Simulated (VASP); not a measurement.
# ZrTeBr (P-6m2) in VASP: notebook

The runs below take ZrTeBr through single point, relaxation of cell and atoms, with PBE.

All numbers are computed with VASP 6.6.1; they aren't measurements. Logs are shortened: lines on timing, memory, paths and dates and some standing lists are left out, and cuts for length are marked.

## 1. The cell of the first run

Symmetry: P-6m2, No. 187, hexagonal system. The conventional cell has a = 5.010 Å, b = 5.010 Å, c = 3.653 Å, α = 90.00°, β = 90.00°, γ = 120.00°. Zr (site symmetry -6m2) has 3 Te at 2.89 Å and 6 Br at 3.42 Å and 2 Zr at 3.65 Å within 3.8 Å. Within 3.8 Å of Te (site symmetry -6m2) lie 3 Zr at 2.89 Å and 6 Br at 3.42 Å and 2 Te at 3.65 Å. Br (site symmetry -6m2) has 6 Zr at 3.42 Å and 6 Te at 3.42 Å and 2 Br at 3.65 Å within 4.5 Å.

## 2. Single point, PBE, collinear spin, ferromagnetic start

Contents of INCAR:

```
SYSTEM = ZrTeBr
PREC     = Accurate       ! precision mode
ENCUT    = 520            ! plane-wave cutoff, eV
EDIFF    = 1E-6           ! SCF threshold, eV
ISMEAR   = 0              ! smearing method
SIGMA    = 0.1            ! smearing width, eV
LREAL    = .FALSE.        ! projectors in reciprocal space
LASPH    = .TRUE.         ! aspherical terms in the spheres
NELM     = 150            ! most SCF steps
ALGO     = Normal         ! electronic algorithm
ISIF     = 2              ! what is computed and relaxed
LWAVE    = .FALSE.        ! write WAVECAR
LCHARG   = .TRUE.         ! write CHGCAR
ISPIN    = 2              ! spin polarisation
MAGMOM   = 0.66 0 0       ! initial moments
LORBIT   = 11             ! projections on sites
LMAXMIX  = 4              ! l up to which the mixer works
GGA      = PE             ! functional
LELF     = .TRUE.         ! ELF
LVHAR    = .TRUE.       
NBANDS   = 24             ! bands
```

Contents of KPOINTS:

```
Automatic mesh
0
G
  12 12 10
  0 0 0
```

Contents of POSCAR:

```
ZrTeBr
1.0
    5.0103386377      0.0000000000      0.0000000000
   -2.5051693188      4.3390805418      0.0000000000
    0.0000000000      0.0000000000      3.6530899433
Zr Te Br
1 1 1
Direct
    0.0000000000      0.0000000000      0.5000000000
    0.3333333333      0.6666666667      0.5000000000
    0.6666666667      0.3333333333      0.0000000000
```

Potentials or basis: VASP PAW PBE potentials, release 64 (Zr_sv, Te, Br).

Started as:

```console
$ cat potpaw_PBE.64/Zr_sv/POTCAR potpaw_PBE.64/Te/POTCAR potpaw_PBE.64/Br/POTCAR > POTCAR
$ mpirun -np 1 vasp_std > vasp.out
```

OUTCAR:

```text
SYSTEM = ZrTeBr
   PREC = Accurate
   ENCUT = 520
   EDIFF = 1E-6
   ISMEAR = 0
   LREAL = .FALSE.
   LASPH = .TRUE.
   NELM = 150
   ISIF = 2
   ISPIN = 2
   LORBIT = 11
   GGA = PE

 ion  position               nearest neighbor table
   1  0.000  0.000  0.500-   2 2.89   2 2.89   2 2.89
   2  0.333  0.667  0.500-   1 2.89   1 2.89   1 2.89
   3  0.667  0.333  0.000-

  LATTYP: Found a hexagonal cell.
 ALAT       =     5.0103386377
 C/A-ratio  =     0.7291103870

  Lattice vectors:

 A1 = (   5.0103386377,   0.0000000000,   0.0000000000)
 A2 = (  -2.5051693188,   4.3390805418,   0.0000000000)
 A3 = (   0.0000000000,   0.0000000000,   3.6530899433)

Analysis of symmetry for initial positions (statically):
=====================================================================
 Subroutine PRICEL returns:
 Original cell was already a primitive cell.

 Routine SETGRP: Setting up the symmetry group for a
 hexagonal supercell.

 Subroutine GETGRP returns: Found 12 space group operations
 (whereof 12 operations were pure point group operations)
 out of a pool of 24 trial point group operations.

The static configuration has the point symmetry D_3h.

Analysis of symmetry for dynamics (positions and initial velocities):
=====================================================================
 Subroutine PRICEL returns:
 Original cell was already a primitive cell.

 Routine SETGRP: Setting up the symmetry group for a
 hexagonal supercell.

 Subroutine GETGRP returns: Found 12 space group operations
 (whereof 12 operations were pure point group operations)
 out of a pool of 24 trial point group operations.

The dynamic configuration has the point symmetry D_3h.

Analysis of structural, dynamic, and magnetic symmetry:
=====================================================================
 Subroutine PRICEL returns:
 Original cell was already a primitive cell.

 Routine SETGRP: Setting up the symmetry group for a
 hexagonal supercell.

 Subroutine GETGRP returns: Found 12 space group operations
 (whereof 12 operations were pure point group operations)
 out of a pool of 24 trial point group operations.

The overall configuration has the point symmetry D_3h.

 Subroutine INISYM returns: Found 12 space group operations
 (whereof 12 operations are pure point group operations),
 and found     1 'primitive' translations

----------------------------------------------------------------------------------------

                                     Primitive cell

  volume of cell :      79.4191

  direct lattice vectors                    reciprocal lattice vectors
     5.010338638  0.000000000  0.000000000     0.199587308  0.115231786  0.000000000
    -2.505169319  4.339080542  0.000000000     0.000000000  0.230463572  0.000000000
     0.000000000  0.000000000  3.653089943     0.000000000  0.000000000  0.273740865

  length of vectors
     5.010338638  5.010338638  3.653089943     0.230463572  0.230463572  0.273740865

  position of ions in fractional coordinates (direct lattice)
     0.000000000  0.000000000  0.500000000
     0.333333333  0.666666667  0.500000000
     0.666666667  0.333333333  0.000000000

  ion indices of the primitive-cell ions
   primitive index   ion index
                 1           1
                 2           2
                 3           3

----------------------------------------------------------------------------------------

 KPOINTS: Automatic mesh

Automatic generation of k-mesh.
 Grid dimensions read from file:
 generate k-points for:   12   12   10

 Generating k-lattice:

  Cartesian coordinates                     Fractional coordinates (reciprocal lattice)
     0.016632276  0.009602649  0.000000000     0.083333333  0.000000000  0.000000000
     0.000000000  0.019205298  0.000000000     0.000000000  0.083333333  0.000000000
     0.000000000  0.000000000  0.027374086     0.000000000  0.000000000  0.100000000

  Length of vectors
     0.019205298  0.019205298  0.027374086

  Shift w.r.t. Gamma in fractional coordinates (k-lattice)
     0.000000000  0.000000000  0.000000000

 Subroutine IBZKPT returns following result:
 ===========================================

 Found    114 irreducible k-points:

 Following reciprocal coordinates:
            Coordinates               Weight
  0.000000  0.000000  0.000000      1.000000
  0.083333  0.000000  0.000000      6.000000
  0.166667 -0.000000  0.000000      6.000000
  0.250000 -0.000000  0.000000      6.000000
  0.333333 -0.000000  0.000000      6.000000
  0.416667  0.000000  0.000000      6.000000
[... 16 lines left out ...]
  0.250000 -0.000000  0.100000     12.000000
  0.333333 -0.000000  0.100000     12.000000
 [... further k-points ...]
   k-points           NKPTS =    114   k-points in BZ     NKDIM =    114   number of bands    NBANDS=     24
   number of dos      NEDOS =    301   number of ions     NIONS =      3
   total plane-waves  NPLWV =  44800
   dimension x,y,z NGX =    40 NGY =   40 NGZ =   28
   dimension x,y,z NGXF=    80 NGYF=   80 NGZF=   56
   ions per type =               1   1   1
   NGX,Y,Z   is equivalent  to a cutoff of  13.27, 13.27, 12.74 a.u.
   NGXF,Y,Z  is equivalent  to a cutoff of  26.54, 26.54, 25.48 a.u.
 SYSTEM =  ZrTeBr
   PREC   = accura    normal or accurate (medium, high low for compatibility)
   ISTART =      0    job   : 0-new  1-cont  2-samecut
   ICHARG =      2    charge: 1-file 2-atom 10-const
   ISPIN  =      2    spin polarized calculation?
   LNONCOLLINEAR =      F non collinear calculations
   LSORBIT =      F    spin-orbit coupling
   LASPH  =      T    aspherical Exc in radial PAW
   ENCUT  =  520.0 eV  38.22 Ry    6.18 a.u.   9.32  9.32  6.79*2*pi/ulx,y,z
   NELM   =    150;   NELMIN=  2; NELMDL= -5     # of ELM steps
   EDIFF  = 0.1E-05   stopping-criterion for ELM
   LREAL  =      F    real-space projection
   EDIFFG = 0.1E-04   stopping-criterion for IOM
   NSW    =      0    number of steps for IOM
   IBRION =     -1    ionic relax: 0-MD 1-quasi-New 2-CG
   NFREE  =      0    steps in history (QN), initial steepest desc. (CG)
   ISIF   =      2    stress and relaxation
   ISYM   =      2    0-nonsym 1-usesym 2-fastsym
   POTIM  = 0.5000    time-step for ionic-motion
   TEBEG  =    0.0;   TEEND  =   0.0 temperature during run
   PSTRESS=    0.0 pullay stress
   NELECT =      25.0000    total number of electrons
   NUPDOWN=      -1.0000    fix difference up-down
   EMIN   =  10.00;   EMAX   =-10.00  energy-range for DOS
   EFERMI =   0.00;   METHOD = LEGACY
   ISMEAR =     0;   SIGMA  =   0.10  broadening in eV -4-tet -1-fermi 0-gaus
   EFERMI_NEDOS =   21; number of points for ismear=-14 and -15
   IALGO  =     38    algorithm
   IMIX   =      4    mixing-type and parameters
     AMIX     =   0.40;   BMIX     =  1.00
     AMIX_MAG =   1.60;   BMIX_MAG =  1.00
  volume/ion in A,a.u.               =      26.47       178.65
  Fermi-wavevector in a.u.,A,eV,Ry     =   1.113644  2.104482 16.873991  1.240203
  Thomas-Fermi vector in A             =   2.250231
   LORBIT       =     11    0 simple, 1 ext, 2 COOP (PROOUT), +10 PAW based schemes
   GGA     = PE    functional components
   LHFCALC =     F    Hartree Fock is set to
   AEXX    =    0.0000 exact exchange contribution
   IVDW    =     0    specifies the selected vdW correction
   LEPSILON=     F    determine dielectric tensor
   LRPA    =     F    only Hartree local field effects (RPA)
 spin polarized calculation
 Gauss-broadening in eV      SIGMA  =   0.10
  energy-cutoff  :      520.00
  volume of cell :       79.42
 maximum number of plane-waves:      2168
 NGX is ok and might be reduce to    40
   NGX = 19   NGY = 19   NGZ = 13

 number of electron      25.0000000 magnetization      -0.0003182

 number of electron      25.0000000 magnetization       0.0001146

 Free energy of the ion-electron system (eV)
  ---------------------------------------------------
  ext. energy  EPLUGINS =         0.00000000
  ---------------------------------------------------
  free energy    TOTEN  =       -14.37950219 eV

  energy without entropy =      -14.37226105  energy(sigma->0) =      -14.37588162

 E-fermi :   7.1145     XC(G=0):  -9.9846

 val. band max:        7.1054365067   @ k =   0.1667  -0.0000   0.1000
 cond. band min:       7.1145278689   @ k =   0.0833   0.0000   0.4000
 fundamental gap:      0.0090913622
 Fermi energy:         7.1144584606

 spin component 1

 k-point     1 :       0.0000    0.0000    0.0000
  band No.  band energies     occupation
      1     -43.2057      1.00000
      2     -21.2571      1.00000
      3     -21.2571      1.00000
      4     -20.9900      1.00000
      5      -9.1559      1.00000
      6      -4.3521      1.00000
[... 16 lines left out ...]
     23      16.2205      0.00000
     24      16.2205      0.00000
[... 598 lines left out ...]
      2     -21.2672      1.00000
      3     -21.2585      1.00000
      4     -21.0019      1.00000
      5      -8.9891      1.00000
      6      -4.5340      1.00000
[... 16 lines left out ...]
     23      16.2199      0.00000
     24      16.4887      0.00000

 [... further k-points ...]

 spin component 2

 k-point     1 :       0.0000    0.0000    0.0000
  band No.  band energies     occupation
      1     -43.2056      1.00000
      2     -21.2569      1.00000
      3     -21.2569      1.00000
      4     -20.9899      1.00000
      5      -9.1559      1.00000
      6      -4.3521      1.00000
[... 16 lines left out ...]
     23      16.2205      0.00000
     24      16.2205      0.00000
[... 598 lines left out ...]
      2     -21.2670      1.00000
      3     -21.2584      1.00000
      4     -21.0018      1.00000
      5      -8.9891      1.00000
      6      -4.5340      1.00000
[... 16 lines left out ...]
     23      16.2199      0.00000
     24      16.4887      0.00000

 [... further k-points ...]
[... 5 lines left out ...]
  --------------------------------------------------------------------------------------
  -------------------------------------------------------------------------------------
  Total       -0.0067138     -0.0067138     -0.0128848     -0.0000000      0.0000000      0.0000000
  in kB       -0.1354429     -0.1354429     -0.2599339     -0.0000000      0.0000000      0.0000000
  external PRESSURE =      -0.1769399 kB  Pullay stress =       0.0000000 kB

 VOLUME and BASIS-vectors are now :
 -----------------------------------------------------------------------------
  energy-cutoff  :      520.00
  volume of cell :       79.42
      direct lattice vectors                 reciprocal lattice vectors
     5.010338638  0.000000000  0.000000000     0.199587308  0.115231786  0.000000000
    -2.505169319  4.339080542  0.000000000     0.000000000  0.230463572  0.000000000
     0.000000000  0.000000000  3.653089943     0.000000000  0.000000000  0.273740865

 POSITION                                       TOTAL-FORCE (eV/Angst)
 -----------------------------------------------------------------------------------
      0.00000      0.00000      1.82654        -0.000000      0.000000      0.000000
     -0.00000      2.89272      1.82654        -0.000000      0.000000      0.000000
      2.50517      1.44636      0.00000         0.000000      0.000000      0.000000
 -----------------------------------------------------------------------------------
    total drift:                               -0.000000      0.000000      0.000000

  FREE ENERGIE OF THE ION-ELECTRON SYSTEM (eV)
  ---------------------------------------------------
  free  energy   TOTEN  =       -14.3795021872 eV

  energy  without entropy=      -14.3722610531  energy(sigma->0) =      -14.37588162

 total charge

# of ion       s       p       d       tot
------------------------------------------
    1        2.157   5.934   1.530   9.621
    2        1.367   2.063   0.039   3.468
    3        1.635   3.153   0.027   4.815
--------------------------------------------------
tot          5.159  11.150   1.595  17.904

 magnetization (x)

# of ion       s       p       d       tot
------------------------------------------
    1       -0.000  -0.000  -0.000  -0.000
    2       -0.000  -0.000  -0.000  -0.000
    3       -0.000  -0.000  -0.000  -0.000
--------------------------------------------------
tot         -0.000  -0.000  -0.000  -0.000
```

Wall time 6.5 min (1 thread of Intel Xeon Platinum 8375C at 2.90GHz (Ice Lake), shared host); peak memory 0.49 GiB.

What came out:

```
Free energy                                           : -14.3795 eV
Pressure                                              : 0.0 GPa
Net moment                                            : 0.00 μB per cell
Valence electrons inside the program's atomic spheres : Zr 9.62; Te 3.47; Br 4.82
```

Levels at points of the mesh, in eV from the Fermi level:
Spin up:
| k point | band 8 | band 9 | band 10 | band 11 | band 12 | band 13 | band 14 | band 15 | band 16 | band 17 |
| --- | --- | --- | --- | --- | --- | --- | --- | --- | --- | --- |
| (0.00, 0.00, 0.00) | -5.43 | -3.25 | -2.57 | -2.57 | -1.54 | 0.82 | 1.09 | 1.09 | 1.90 | 2.58 |
| (0.50, 0.00, 0.00) | -5.36 | -3.16 | -2.70 | -2.24 | -0.79 | -0.39 | 0.26 | 0.99 | 2.12 | 2.52 |
| (0.00, 0.00, 0.50) | -4.11 | -4.11 | -3.70 | -3.52 | -3.52 | -0.29 | -0.29 | 2.26 | 2.81 | 2.81 |
| (0.50, 0.00, 0.50) | -5.70 | -4.47 | -2.79 | -2.42 | -2.15 | 0.54 | 0.71 | 0.74 | 1.27 | 2.91 |
Spin down:
```
           k point  band 8  band 9  band 10  band 11  band 12  band 13  band 14  band 15  band 16  band 17
(0.00, 0.00, 0.00)   -5.43   -3.25    -2.57    -2.57    -1.54     0.82     1.09     1.09     1.90     2.58
(0.50, 0.00, 0.00)   -5.36   -3.16    -2.70    -2.24    -0.79    -0.39     0.26     0.99     2.12     2.52
(0.00, 0.00, 0.50)   -4.11   -4.11    -3.70    -3.52    -3.52    -0.29    -0.29     2.26     2.81     2.81
(0.50, 0.00, 0.50)   -5.70   -4.47    -2.79    -2.42    -2.15     0.54     0.71     0.74     1.27     2.91
```

Caveat: spin-orbit coupling is left out, which moves the levels of the heavy elements.

## 3. Single point, PBE

Contents of INCAR:

```
SYSTEM = ZrTeBr
  PREC = Accurate
  ENCUT = 520
  EDIFF = 1E-6
  ISMEAR = 0
  SIGMA = 0.1
  LREAL = .False.
  LASPH = .True.
  NELM = 100
  ALGO = Normal
  ISIF = 2
  LWAVE = .False.
  LCHARG = .False.
  GGA = PE
  NBANDS = 20
```

Contents of KPOINTS:

```
regular mesh
0
Gamma
  12 12 12
  0 0 0
```

Contents of POSCAR:

```
ZrTeBr
1.0
    5.0039313087      0.0000000000      0.0000000000
   -2.5019656543      4.3335316322      0.0000000000
    0.0000000000      0.0000000000      3.6695302109
Zr Te Br
1 1 1
Direct
    0.0000000000      0.0000000000      0.5000000000
    0.3333333333      0.6666666667      0.5000000000
    0.6666666667      0.3333333333      0.0000000000
```

Potentials or basis: VASP PAW PBE potentials, release 64 (Zr_sv, Te, Br).

Started as:

```console
$ cat potpaw_PBE.64/Zr_sv/POTCAR potpaw_PBE.64/Te/POTCAR potpaw_PBE.64/Br/POTCAR > POTCAR
$ mpirun -np 1 vasp_std > vasp.out
```

It took 78 s on 1 thread of Intel Xeon 6975P-C (Granite Rapids), shared host; peak memory 0.38 GiB.

Results (log left out):

- Free energy: -14.3725 eV
- Pressure: 0.0 GPa

Levels at points of the mesh, in eV from the Fermi level:
```csv
k point,band 8,band 9,band 10,band 11,band 12,band 13,band 14,band 15,band 16,band 17
"(0.00, 0.00, 0.00)",-5.45,-3.32,-2.61,-2.61,-1.58,0.75,1.03,1.03,1.87,2.56
"(0.50, 0.00, 0.00)",-5.38,-3.23,-2.74,-2.27,-0.81,-0.47,0.22,0.92,2.07,2.47
"(0.00, 0.00, 0.50)",-4.14,-4.14,-3.70,-3.56,-3.56,-0.32,-0.32,2.19,2.79,2.79
"(0.50, 0.00, 0.50)",-5.73,-4.50,-2.83,-2.45,-2.17,0.50,0.68,0.72,1.23,2.83
```

Caveat: spin-orbit coupling is left out, which moves the levels of the heavy elements; an odd number of electrons without spin polarisation forces a metal; a magnetic or distorted state may lie lower.

## 4. Relaxation of cell and atoms, PBE

Contents of INCAR:

```
  PREC = Accurate
  ENCUT = 600
  EDIFF = 1E-6
  ISMEAR = 0
  SIGMA = 0.1
  LREAL = False
  LASPH = True
  NELM = 100
  ALGO = Normal
  ISIF = 3
  LWAVE = False
  LCHARG = False
  GGA = PE
  IBRION = 2
  NSW = 100
  EDIFFG = -0.01
```

Contents of KPOINTS:

```
Automatic mesh
0
Gamma
  12 12 12
```

Contents of POSCAR:

```
ZrTeBr
1.0
    5.0103386377      0.0000000000      0.0000000000
   -2.5051693188      4.3390805418      0.0000000000
    0.0000000000      0.0000000000      3.6530899433
Zr Te Br
1 1 1
Direct
    0.0000000000      0.0000000000      0.5000000000
    0.3333333333      0.6666666667      0.5000000000
    0.6666666667      0.3333333333      0.0000000000
```

Started as:

```console
$ cat potpaw_PBE.64/Zr_sv/POTCAR potpaw_PBE.64/Te/POTCAR potpaw_PBE.64/Br/POTCAR > POTCAR
$ mpirun -np 1 vasp_std > vasp.out
```

It took 2.9 min on 1 thread of Intel Xeon 6975P-C (Granite Rapids), shared host; peak memory 0.41 GiB.

It converged, with:

| Property | Result |
| --- | --- |
| Free energy | -14.3722 eV |
| Relaxed volume | 26.52 Å³/atom |
| Relaxed cell | a = 5.005 Å, b = 5.005 Å, c = 3.668 Å, α = 90.00°, β = 90.00°, γ = 120.00° |
| Space group after relaxing (to 0.05 Å) | P-6m2 (No. 187) |
| Energy gained by relaxing | 0.1 meV/atom |
| Ionic steps | 4 |
| Pressure after relaxing | 0.0 GPa |

The path:
| step | energy change (eV) | largest force (eV/Å) | pressure (GPa) | volume (Å³) |
| --- | --- | --- | --- | --- |
| 1 | 0.0000 | 0.0000 | -0.02 | 79.42 |
| 2 | -0.0002 | 0.0000 | 0.08 | 79.37 |
| 3 | -0.0002 | 0.0000 | 0.11 | 79.36 |
| 4 | -0.0003 | 0.0000 | 0.01 | 79.56 |

Final structure:
```
Zr Te Br
1.0
     5.00476    0.00000    0.00000
    -2.50238    4.33425    0.00000
     0.00000    0.00000    3.66778
Zr Te Br
1 1 1
Direct
  0.00000 0.00000 0.50000
  0.33333 0.66667 0.50000
  0.66667 0.33333 0.00000
```

Levels at points of the mesh, in eV from the Fermi level:
```tsv
k point	band 9	band 10	band 11	band 12	band 13	band 14	band 15	band 16
(0.00, 0.00, 0.00)	-3.32	-2.61	-2.61	-1.58	0.75	1.03	1.03	1.87
(0.50, 0.00, 0.00)	-3.22	-2.74	-2.27	-0.81	-0.46	0.22	0.92	2.07
(0.00, 0.00, 0.50)	-4.14	-3.70	-3.56	-3.56	-0.32	-0.32	2.19	2.79
(0.50, 0.00, 0.50)	-4.50	-2.83	-2.45	-2.17	0.50	0.68	0.72	1.23
```

Caveat: spin-orbit coupling is left out, which moves the levels of the heavy elements; an odd number of electrons without spin polarisation forces a metal; a magnetic or distorted state may lie lower.

(Part 1 of 2 ends here.)
